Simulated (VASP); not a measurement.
# RbBr (Pm-3m) in VASP: a series of runs, part 2 of 2

VASP 6.6.1. The steps go on from the part before.

## 4. Single point, PBEsol

This run uses another cell than the first one, of 37.76 Å³/atom, 1.049 times its volume.

INCAR

```
  PREC = Accurate
  ENCUT = 520
  EDIFF = 1E-6
  ISMEAR = 0
  SIGMA = 0.1
  LREAL = False
  LASPH = True
  NELM = 60
  ALGO = Normal
  ISIF = 2
  LWAVE = False
  LCHARG = True
  GGA = PS
  LELF = True
  LVHAR = True
  NBANDS = 15
```

KPOINTS

```
Automatic mesh
0
Gamma
  6 6 6
```

POSCAR

```
RbBr
1.0
    4.2267555567      0.0000000000      0.0000000000
    0.0000000000      4.2267555567      0.0000000000
    0.0000000000      0.0000000000      4.2267555567
Rb Br
1 1
Direct
    0.0000000000      0.0000000000      0.0000000000
    0.5000000000      0.5000000000      0.5000000000
```

Potentials or basis: VASP PAW PBE potentials, release 64 (Rb_sv, Br).

Started as:

```bash
> cat potpaw_PBE.64/Rb_sv/POTCAR potpaw_PBE.64/Br/POTCAR > POTCAR
> mpirun -np 1 vasp_std > vasp.out
```

OUTCAR:

```text
PREC = Accurate
   ENCUT = 520
   EDIFF = 1E-6
   ISMEAR = 0
   LREAL = False
   LASPH = True
   NELM = 60
   ISIF = 2
   GGA = PS

 ion  position               nearest neighbor table
   1  0.000  0.000  0.000-   2 3.66   2 3.66   2 3.66   2 3.66   2 3.66   2 3.66   2 3.66   2 3.66

   2  0.500  0.500  0.500-   1 3.66   1 3.66   1 3.66   1 3.66   1 3.66   1 3.66   1 3.66   1 3.66

  LATTYP: Found a simple cubic cell.
 ALAT       =     4.2267555567

  Lattice vectors:

 A1 = (   4.2267555567,   0.0000000000,   0.0000000000)
 A2 = (   0.0000000000,   4.2267555567,   0.0000000000)
 A3 = (   0.0000000000,   0.0000000000,   4.2267555567)

Analysis of symmetry for initial positions (statically):
=====================================================================
 Subroutine PRICEL returns:
 Original cell was already a primitive cell.

 Routine SETGRP: Setting up the symmetry group for a
 simple cubic supercell.

 Subroutine GETGRP returns: Found 48 space group operations
 (whereof 48 operations were pure point group operations)
 out of a pool of 48 trial point group operations.

The static configuration has the point symmetry O_h .

Analysis of symmetry for dynamics (positions and initial velocities):
=====================================================================
 Subroutine PRICEL returns:
 Original cell was already a primitive cell.

 Routine SETGRP: Setting up the symmetry group for a
 simple cubic supercell.

 Subroutine GETGRP returns: Found 48 space group operations
 (whereof 48 operations were pure point group operations)
 out of a pool of 48 trial point group operations.

The dynamic configuration has the point symmetry O_h .

 Subroutine INISYM returns: Found 48 space group operations
 (whereof 48 operations are pure point group operations),
 and found     1 'primitive' translations

----------------------------------------------------------------------------------------

                                     Primitive cell

  volume of cell :      75.5129

[... 113 lines left out ...]
   LRPA    =     F    only Hartree local field effects (RPA)
 non-spin polarized calculation
 Gauss-broadening in eV      SIGMA  =   0.10
  energy-cutoff  :      520.00
  volume of cell :       75.51
 maximum number of plane-waves:      2054
 NGX is ok and might be reduce to    32
   NGX = 15   NGY = 15   NGZ = 15

 number of electron      16.0000000 magnetization

 Free energy of the ion-electron system (eV)
  ---------------------------------------------------
  ext. energy  EPLUGINS =         0.00000000
  ---------------------------------------------------
  free energy    TOTEN  =        -6.26355485 eV

  energy without entropy =       -6.26355485  energy(sigma->0) =       -6.26355485

 E-fermi :  -0.6257     XC(G=0):  -7.8047

 val. band max:       -1.0935590600   @ k =   0.5000   0.5000   0.0000
 cond. band min:       2.5963664088   @ k =   0.0000   0.0000   0.0000
 fundamental gap:      3.6899254688
 Fermi energy:        -0.6257187851

 k-point     1 :       0.0000    0.0000    0.0000
  band No.  band energies     occupation
      1     -26.2352      2.00000
      2     -13.6167      2.00000
      3     -10.2377      2.00000
      4     -10.2377      2.00000
      5     -10.2377      2.00000
      6      -1.2460      2.00000
      7      -1.2460      2.00000
      8      -1.2460      2.00000
      9       2.5964      0.00000
     10       4.4494      0.00000
     11       4.4494      0.00000
     12       8.6118      0.00000
     13       8.6118      0.00000
     14       8.6118      0.00000
[... 329 lines left out ...]
      2     -13.3734      2.00000
      3     -10.4249      2.00000
      4     -10.4249      2.00000
      5     -10.4249      2.00000
      6      -2.2896      2.00000
      7      -2.2896      2.00000
      8      -2.2896      2.00000
      9       6.7587      0.00000
     10       6.7587      0.00000
     11       6.7587      0.00000
     12       7.8574      0.00000
     13       7.8574      0.00000
     14       7.8574      0.00000
     15      10.6709      0.00000

------------------------ aborting loop because EDIFF is reached ----------------------------------------

  FORCE on cell =-STRESS in cart. coord.  units (eV):
  Direction    XX          YY          ZZ          XY          YZ          ZX
  --------------------------------------------------------------------------------------
  -------------------------------------------------------------------------------------
  Total       -0.6565801     -0.6565801     -0.6565801      0.0000000      0.0000000      0.0000000
  in kB      -13.9308273    -13.9308273    -13.9308273      0.0000000      0.0000000      0.0000000
  external PRESSURE =     -13.9308273 kB  Pullay stress =       0.0000000 kB

 VOLUME and BASIS-vectors are now :
 -----------------------------------------------------------------------------
  energy-cutoff  :      520.00
  volume of cell :       75.51
      direct lattice vectors                 reciprocal lattice vectors
     4.226755557  0.000000000  0.000000000     0.236588084  0.000000000  0.000000000
     0.000000000  4.226755557  0.000000000     0.000000000  0.236588084  0.000000000
     0.000000000  0.000000000  4.226755557     0.000000000  0.000000000  0.236588084

 POSITION                                       TOTAL-FORCE (eV/Angst)
 -----------------------------------------------------------------------------------
      0.00000      0.00000      0.00000         0.000000      0.000000      0.000000
      2.11338      2.11338      2.11338         0.000000      0.000000      0.000000
 -----------------------------------------------------------------------------------
    total drift:                                0.000000      0.000000     -0.000000

  FREE ENERGIE OF THE ION-ELECTRON SYSTEM (eV)
  ---------------------------------------------------
  free  energy   TOTEN  =        -6.2635548508 eV

  energy  without entropy=       -6.2635548508  energy(sigma->0) =       -6.26355485
```

stdout:

```text
POSCAR found type information on POSCAR RbBr
 POSCAR found :  2 types and       2 ions
 scaLAPACK will be used
 -----------------------------------------------------------------------------
|                                                                             |
|                                                                             |
|     You enforced a specific xc type in the INCAR file but a different       |
|     I HOPE YOU KNOW WHAT YOU ARE DOING!                                     |
|                                                                             |
 -----------------------------------------------------------------------------

 LDA part: xc-table for (Slater+PW92), standard interpolation
 POSCAR, INCAR and KPOINTS ok, starting setup
 FFT: planning ... GRIDC
 FFT: planning ... GRID_SOFT
 FFT: planning ... GRID
 WAVECAR not read
 entering main loop
```

Run time: 26 s. Hardware: 1 thread of Intel Xeon 8259CL, shared host; peak memory 0.18 GiB.

Results:

| Quantity | Value |
| --- | --- |
| Free energy | -6.2636 eV |
| Pressure | -1.4 GPa |
| Band gap on the k mesh | 3.69 eV, indirect (least direct gap 3.84 eV) |

Levels at points of the mesh, in eV from the valence-band top:
| k point | band 6 | band 7 | band 8 | band 9 | band 10 | band 11 |
| --- | --- | --- | --- | --- | --- | --- |
| (0.00, 0.00, 0.00) | -0.15 | -0.15 | -0.15 | 3.69 | 5.54 | 5.54 |
| (0.50, 0.00, 0.00) | -1.58 | -0.20 | -0.20 | 6.61 | 6.77 | 7.15 |
| (0.50, 0.50, 0.00) | -0.99 | -0.99 | 0.00 | 5.15 | 6.03 | 7.84 |
| (0.50, 0.50, 0.50) | -1.20 | -1.20 | -1.20 | 7.85 | 7.85 | 7.85 |

Caveat: the PAW data sets were made with another functional, which shifts forces and pressure a little. As with any semilocal functional, this PBEsol gap is likely too small.

## 5. Single point, PBEsol

This run uses another cell than the first one, of 38.63 Å³/atom, 1.073 times its volume.

INCAR

```
SYSTEM = RbBr
PREC = Accurate ; ENCUT = 520
EDIFF = 1E-6 ; ISMEAR = 0
SIGMA = 0.1 ; LREAL = .False.
LASPH = .True. ; NELM = 80
ALGO = Normal ; ISIF = 2
LWAVE = .False. ; LCHARG = .True.
GGA = PS ; LELF = .True.
LVHAR = .True. ; NBANDS = 15
```

KPOINTS

```
Automatic mesh
0
Gamma
  6 6 6
  0 0 0
```

POSCAR

```
RbBr
1.0
    4.2592703388      0.0000000000      0.0000000000
    0.0000000000      4.2592703388      0.0000000000
    0.0000000000      0.0000000000      4.2592703388
Rb Br
1 1
Direct
    0.0000000000      0.0000000000      0.0000000000
    0.5000000000      0.5000000000      0.5000000000
```

Started as:

```bash
> cat potpaw_PBE.64/Rb_sv/POTCAR potpaw_PBE.64/Br/POTCAR > POTCAR
> mpirun -np 1 vasp_std > vasp.out
```

It took 31 s on 1 thread of Intel Xeon 8259CL, shared host; peak memory 0.18 GiB.

The run converged. Its results:

| Item | Value |
| --- | --- |
| Free energy | -6.2472 eV |
| Pressure | -1.6 GPa |
| Band gap on the k mesh | 3.63 eV, indirect (least direct gap 3.78 eV) |

Levels at points of the mesh, in eV from the valence-band top:
```
           k point  band 6  band 7  band 8  band 9  band 10  band 11
(0.00, 0.00, 0.00)   -0.15   -0.15   -0.15    3.63     5.56     5.56
(0.50, 0.00, 0.00)   -1.52   -0.19   -0.19    6.51     6.77     7.03
(0.50, 0.50, 0.00)   -0.96   -0.96    0.00    5.14     6.01     7.81
(0.50, 0.50, 0.50)   -1.15   -1.15   -1.15    7.78     7.78     7.78
```

Caveat: the PAW data sets were made with another functional, which shifts forces and pressure a little. A k mesh can miss the band edges.

## 6. Overview

```csv
cell,gap on the mesh (eV),pressure (GPa)
"a = 4.160 Å, 2 atoms",3.83,-0.9
"a = 4.194 Å, 2 atoms",3.76,-1.2
"a = 4.227 Å, 2 atoms",3.69,-1.4
"a = 4.259 Å, 2 atoms",3.63,-1.6
```

Alike in all rows: task single point; level PBEsol; potentials or basis VASP PAW PBE potentials, release 64 (Rb_sv, Br); no spin polarisation; k mesh 6 × 6 × 6; cutoff (eV) 520; smearing gaussian 0.1 eV.

Caveats: the PAW data sets were made with another functional, which shifts forces and pressure a little.

Total energies depend on the potentials used, so only differences within one code and one set of settings carry meaning.
